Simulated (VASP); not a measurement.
Ga4AsP3:

```xyz
8
Lattice="3.7331 0.0000 0.0000 0.0000 3.7331 5.2793 0.0000 -3.7331 5.2793" Properties=species:S:1:pos:R:3 pbc="T T T"
P     0.0000    0.0000    0.0000
P     1.8665   -1.8665    2.6397
P     1.8665    1.8665    2.6397
As    0.0000    0.0000    5.2793
Ga    1.8665    0.0000    9.2389
Ga    0.0000    1.8665    6.5992
Ga    0.0000   -1.8665    6.5992
Ga    1.8665    0.0000    3.9595
```

```yaml
Program: VASP 6.6.1
Task: relaxation of cell and atoms
Functional: PBE
Potentials_or_basis: VASP PAW PBE potentials, release 64 (P, As, Ga_d)
Cutoff: 600 eV
k_mesh: 6 × 4 × 4
Occupations: fermi-dirac, width 0.02 eV
Spin: no spin polarisation
```

At the start: pressure 16.5 GPa; volume 18.39 Å³/atom.

Q: How do energy, volume and symmetry change on relaxing?

A: Over 14 steps the energy falls by 148.9 meV/atom and the volume is 21.55 Å³/atom (+17.1 %); space group Amm2 (No. 38, to 0.1 Å) before and after.

The path:
| step | energy change (eV) | largest force (eV/Å) | pressure (GPa) | volume (Å³) |
| --- | --- | --- | --- | --- |
| 1 | 0.0000 | 1.0991 | 16.53 | 147.14 |
| 2 | -0.8046 | 0.0490 | -5.90 | 191.36 |
| 3 | -1.1841 | 0.2732 | -0.15 | 172.83 |
| 4 | -1.1838 | 0.2847 | 0.07 | 172.29 |
| 5 | -1.1895 | 0.1138 | 0.17 | 172.02 |
| 6 | -1.1906 | 0.0236 | 0.24 | 171.85 |
| 7 | -1.1910 | 0.0094 | -0.09 | 172.66 |
| 8 | -1.1911 | 0.0105 | 0.09 | 172.43 |
| 9 | -1.1911 | 0.0085 | -0.12 | 172.55 |
| 10 | -1.1911 | 0.0092 | 0.00 | 172.48 |
| 11 | -1.1911 | 0.0089 | -0.05 | 172.50 |
| 12 | -1.1911 | 0.0041 | 0.09 | 172.34 |
| 13 | -1.1911 | 0.0070 | -0.02 | 172.39 |
| 14 | -1.1911 | 0.0050 | 0.02 | 172.38 |

Final structure:
```yaml
crystal:
  lattice:
    - [3.93716, 0.00000, 0.00000]
    - [0.00000, 3.93581, 5.56196]
    - [0.00000, -3.93581, 5.56196]
  atoms:
    - { symbol: P, position: [0.00000, 0.00001, 0.00001] }
    - { symbol: P, position: [0.50000, 0.99991, 0.50001] }
    - { symbol: P, position: [0.50000, 0.50001, 0.99991] }
    - { symbol: As, position: [0.00000, 0.50015, 0.50015] }
    - { symbol: Ga, position: [0.50000, 0.87531, 0.87531] }
    - { symbol: Ga, position: [0.00000, 0.88244, 0.37215] }
    - { symbol: Ga, position: [0.00000, 0.37215, 0.88244] }
    - { symbol: Ga, position: [0.50000, 0.37002, 0.37002] }
```

Caveat: the volume moved by over 15 % at a fixed basis, so the end points are rough.
